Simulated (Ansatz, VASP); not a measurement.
## ZrC: VASP beside Ansatz

Contents of INCAR:

```
PREC = Accurate ; ENCUT = 520
EDIFF = 1E-8 ; ISMEAR = -1
SIGMA = 0.05 ; LREAL = F
LASPH = T ; NELM = 80
ALGO = Normal ; ISIF = 2
LWAVE = F ; LCHARG = F
GGA = PE ; LEFG = T
NBANDS = 15
```

Contents of KPOINTS:

```
Automatic mesh
0
Gamma
  15 15 15
```

POSCAR

```
ZrC
1.0
    0.0000000000      2.3657747582      2.3657747582
    2.3657747582      0.0000000000      2.3657747582
    2.3657747582      2.3657747582      0.0000000000
Zr C
1 1
Direct
    0.5000000000      0.5000000000      0.5000000000
    0.0000000000      0.0000000000      0.0000000000
```

Input for Ansatz:

```yaml
crystal:
  lattice:
    - [0.0, 2.3657747582, 2.3657747582]
    - [2.3657747582, 0.0, 2.3657747582]
    - [2.3657747582, 2.3657747582, 0.0]
  atoms:
    - { symbol: Zr, position: [0.5, 0.5, 0.5] }
    - { symbol: C, position: [0.0, 0.0, 0.0] }
kpoints:
  mp_grid: { grid: [15, 15, 15] }
scf:
  occupations: { method: fermi_dirac, width: 0.05 }
hamiltonian:
  xc: pbe
  pseudopotentials: { kind: all_electron, datasets: crystal }
output:
  forces: true
  stress: true
  eigenvalues: true
  efg: { contact_densities: true }
```

Change from the starting cell: volume scaled by 1.02, crystal datasets.

Alike in both runs: task electric field gradients; functional PBE; k mesh 15 × 15 × 15; occupations fermi-dirac, width 0.05 eV; no spin polarisation.

|  | VASP | Ansatz |
| --- | --- | --- |
| version | VASP 6.6.1 | Ansatz 0.2.0 |
| potentials or method | VASP PAW PBE potentials, release 64 (Zr_sv, C), cutoff 520 eV | all-electron PAW with datasets made for the crystal, scalar-relativistic |

```tsv
	VASP	Ansatz	Ansatz less VASP
pressure (GPa)	-2.9	-3.1	-0.17
```

Ansatz ran all-electron here, and VASP with PAW potentials.
